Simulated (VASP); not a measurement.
A run of VASP 6.6.1 is set up as follows.

Contents of INCAR:

```
SYSTEM = Al
ALGO = Fast
EDIFF = 1E-6
ENCUT = 520
GGA = PS
ISIF = 2
ISMEAR = 0
LASPH = .TRUE.
LCHARG = .FALSE.
LREAL = .FALSE.
LWAVE = .FALSE.
NBANDS = 10
NELM = 80
PREC = Accurate
SIGMA = 0.1
```

File KPOINTS:

```
k-points
0
G
  18 18 14
  0 0 0
```

File POSCAR:

```
Al
1.0
    1.9769808201      1.9769808201      0.0000000000
   -1.9769808201      1.9769808201      0.0000000000
    0.0000000000      0.0000000000      4.1960852672
Al
2
Direct
    0.0000000000      0.0000000000      0.0000000000
    0.5000000000      0.5000000000      0.5000000000
```

Potentials or basis: VASP PAW PBE potentials, release 64 (Al).

Run with:

```bash
$ cat potpaw_PBE.64/Al/POTCAR > POTCAR
$ mpirun -np 1 vasp_std > vasp.out
```

(1) Estimate the pressure.

(2) Predict the band gap on the k mesh.

## Answers

(1) -0.8 GPa.

(2) zero (bands 3 and 4 overlap by 11.22 eV).

Caveat: the cell differs from its parent crystal (uniaxial strain along c: +4.5 %, then relaxed in part); the PAW data sets were made with another functional, which shifts forces and pressure a little.
